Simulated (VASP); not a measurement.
Crystal: SrVO3.

```xyz
5
Lattice="3.8425 0.0000 0.0000 0.0000 3.8425 0.0000 0.0000 0.0000 3.8425" Properties=species:S:1:pos:R:3 pbc="T T T"
Sr    0.0000    0.0000    0.0000
V     1.9212    1.9212    1.9212
O     1.9212    0.0000    1.9212
O     0.0000    1.9212    1.9212
O     1.9212    1.9212    0.0000
```

Base run:

| Property | Result |
| --- | --- |
| Program | VASP 6.6.1 |
| Functional | PBE |
| Potentials or basis | VASP PAW PBE potentials, release 64 (Sr_sv, V_sv, O_h) |
| Cutoff | 910 eV |
| k mesh | 5 × 5 × 5 |
| Occupations | fermi-dirac, width 0.1 eV |
| Spin | collinear spin, ferromagnetic start |
| Starting moments | [0.0, 1.9, 0.0, 0.0, 0.0] μB |
| Fixed moment | 1.9 μB |
| Hubbard terms | V d U = 6.2 eV |

Its results: pressure 17.5 GPa; site moments Sr -0.01; V +1.54; O +0.05 μB.

Problem. After a change of settings the same cell gave: pressure 8.7 GPa; site moments Sr -0.00; V +0.31; O -0.02 μB. Which change was it?
A. fixed moment from 1.9 μB to none; moments at the start from [0.0, 1.9, 0.0, 0.0, 0.0] to [0.0, 0.2, 0.0, 0.0, 0.0]
B. fixed moment from 1.9 μB to 1.42 μB; moments at the start from [0.0, 1.9, 0.0, 0.0, 0.0] to [0.0, 1.42, 0.0, 0.0, 0.0]
C. fixed moment from 1.9 μB to 1.19 μB; moments at the start from [0.0, 1.9, 0.0, 0.0, 0.0] to [0.0, 1.19, 0.0, 0.0, 0.0]
D. fixed moment from 1.9 μB to 0.24 μB; moments at the start from [0.0, 1.9, 0.0, 0.0, 0.0] to [0.0, 0.24, 0.0, 0.0, 0.0]

Solution. D.

Caveats: the cutoff is under 1.25 times the usual one of these potentials, so pressure, stress and relaxed cells hold a basis-set (Pulay) error; the cell stands under pressure; the total moment is fixed, so each spin has its own Fermi level.
